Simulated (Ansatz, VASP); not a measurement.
## WO: VASP beside Ansatz

```
W O
1.0
     0.00000    2.38027    2.38027
     2.38027    0.00000    2.38027
     2.38027    2.38027    0.00000
W O
1 1
Direct
  0.00000 0.00000 0.00000
  0.25000 0.25000 0.25000
```

Alike in both runs: task single point; functional PBE; k mesh 10 × 10 × 10; occupations gaussian, width 0.02 eV; collinear spin; Hubbard terms W d U = 6.2 eV.

|  | VASP | Ansatz |
| --- | --- | --- |
| version | VASP 6.6.1 | Ansatz 0.2.0 |
| potentials or method | VASP PAW PBE potentials, release 64 (W_sv, O), cutoff 520 eV | scalar-relativistic, plane waves, PAW |
| valence electrons in the cell | 20 | 20 |

```tsv
	VASP	Ansatz	Ansatz less VASP
gap on the k mesh at the Fermi level (eV)	0.54	1.09	+0.546
least direct gap on the mesh (eV)	1.08	1.51	+0.422
pressure (GPa)	15.4	8.6	-6.80
net moment per atom (μB)	1.00	1.00	-0.001
size of the moment on the site where the two differ most (μB)	1.71	0.99	-0.717
```

Site moments also hang on the region over which each program counts them. The programs project onto different local orbitals, so the same U acts differently, and such runs can settle in different states.

Neither program's run includes spin-orbit coupling.
